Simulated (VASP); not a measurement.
Runs of VASP 6.6.1 on ZrB2. The structure is that of space group P6/mmm (No. 191), or close to it. The cells are those of the table. 

| task | cell | k mesh | cutoff (eV) | smearing | gap on the mesh (eV) | pressure (GPa) | relaxed volume (Å³/atom) |
| --- | --- | --- | --- | --- | --- | --- | --- |
| single point | a = 3.133, b = 3.133, c = 3.489 Å, angles 90.0, 90.0, 120.0°, 3 atoms | 16 × 16 × 10 | 520 | fermi-dirac 0.15 eV | none | 0.5 | - |
| single point | a = 3.134, b = 3.134, c = 3.487 Å, angles 90.0, 90.0, 120.0°, 3 atoms | 15 × 15 × 10 | 520 | gaussian 0.1 eV | none | 0.5 | - |
| relaxation of cell and atoms | relaxed from a = 3.168, b = 3.168, c = 3.552 Å, angles 90.0, 90.0, 120.0°, 3 atoms | 9 × 9 × 6 | 600 | gaussian 0.1 eV | none | 0.1 | 9.90 |
| relaxation of cell and atoms | relaxed from a = 3.134, b = 3.134, c = 3.487 Å, angles 90.0, 90.0, 120.0°, 3 atoms | 16 × 16 × 10 | 600 | fermi-dirac 0.15 eV | none | 0.0 | 9.90 |
| relaxation of cell and atoms | relaxed from a = 3.136, b = 3.136, c = 3.486 Å, angles 90.0, 90.0, 120.0°, 3 atoms | 15 × 15 × 10 | 600 | gaussian 0.1 eV | none | 0.0 | 9.90 |
| single point | a = 3.136, b = 3.136, c = 3.486 Å, angles 90.0, 90.0, 120.0°, 3 atoms | 9 × 9 × 6 | 520 | gaussian 0.1 eV | none | 0.3 | - |
| single point | a = 3.168, b = 3.168, c = 3.552 Å, angles 90.0, 90.0, 120.0°, 3 atoms | 6 × 6 × 6 | 520 | gaussian 0.1 eV | none | (a) | - |

Alike in all rows: level LDA; potentials or basis VASP PAW LDA potentials, release 64 (Zr_sv, B); no spin polarisation.

Q: Fill in the values left out.

A: (a) -8.9.

Caveats: some runs use coarse meshes.

A k mesh can miss the band edges, and the runs leave out spin-orbit coupling on Zr.

A gap of «none» marks levels without a gap at the run's occupations.
